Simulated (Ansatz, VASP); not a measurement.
# Two plane-wave programs on TiAl3

File INCAR:

```
PREC     = Accurate       # precision mode
ENCUT    = 520            # plane-wave cutoff, eV
EDIFF    = 1E-6           # SCF threshold, eV
ISMEAR   = 0              # smearing method
SIGMA    = 0.1            # smearing width, eV
LREAL    = False          # projectors in reciprocal space
LASPH    = True           # aspherical terms in the spheres
NELM     = 60             # most SCF steps
ALGO     = Fast           # electronic algorithm
ISIF     = 2              # what is computed and relaxed
LWAVE    = False          # write WAVECAR
LCHARG   = True           # write CHGCAR
GGA      = PS             # functional
LELF     = True           # ELF
LVHAR    = True         
NBANDS   = 18             # bands
```

File KPOINTS:

```
Automatic mesh
0
Gamma
  14 14 14
```

File POSCAR:

```
TiAl3
1.0
    3.9483448104      0.0000000000      0.0000000000
    0.0000000000      3.9483448104      0.0000000000
    0.0000000000      0.0000000000      3.8693779142
Ti Al
1 3
Direct
    0.0000000000      0.0000000000      0.0000000000
    0.5000000000      0.5000000000      0.0000000000
    0.5000000000      0.0000000000      0.5000000000
    0.0000000000      0.5000000000      0.5000000000
```

Input for Ansatz:

```yaml
crystal:
  lattice:
    - [3.9483448104, 0.0, 0.0]
    - [0.0, 3.9483448104, 0.0]
    - [0.0, 0.0, 3.8693779142]
  atoms:
    - { symbol: Ti, position: [0.0, 0.0, 0.0] }
    - { symbol: Al, position: [0.5, 0.5, 0.0] }
    - { symbol: Al, position: [0.5, 0.0, 0.5] }
    - { symbol: Al, position: [0.0, 0.5, 0.5] }
basis:
  ecutwfc: 420
kpoints:
  mp_grid: { grid: [14, 14, 14] }
hamiltonian:
  xc: pbesol
scf:
  occupations: { method: gaussian, width: 0.1 }
output:
  forces: true
  stress: true
  eigenvalues: true
```

Change from the starting cell: strain along c alone, the other axes held, atoms relaxed: -2.0 %.

Alike in both runs: task single point; functional PBEsol; k mesh 14 × 14 × 14; occupations gaussian, width 0.1 eV; no spin polarisation.

|  | VASP | Ansatz |
| --- | --- | --- |
| version | VASP 6.6.1 | Ansatz 0.2.0 |
| potentials or method | VASP PAW PBE potentials, release 64 (Ti_sv, Al), cutoff 520 eV | scalar-relativistic, plane waves, PAW |
| valence electrons in the cell | 21 | 21 |

|  | VASP | Ansatz | Ansatz less VASP |
| --- | --- | --- | --- |
| gap on the k mesh at the Fermi level (eV) | none | none | - |
| pressure (GPa) | 2.5 | 2.4 | -0.11 |
| traceless stress, the component that is largest in VASP (GPa) | 1.76 | 1.76 | -0.004 |

VASP's potentials were made for PBE, not for PBEsol. A gap of «none» marks a metal or a gap that the smearing closes.
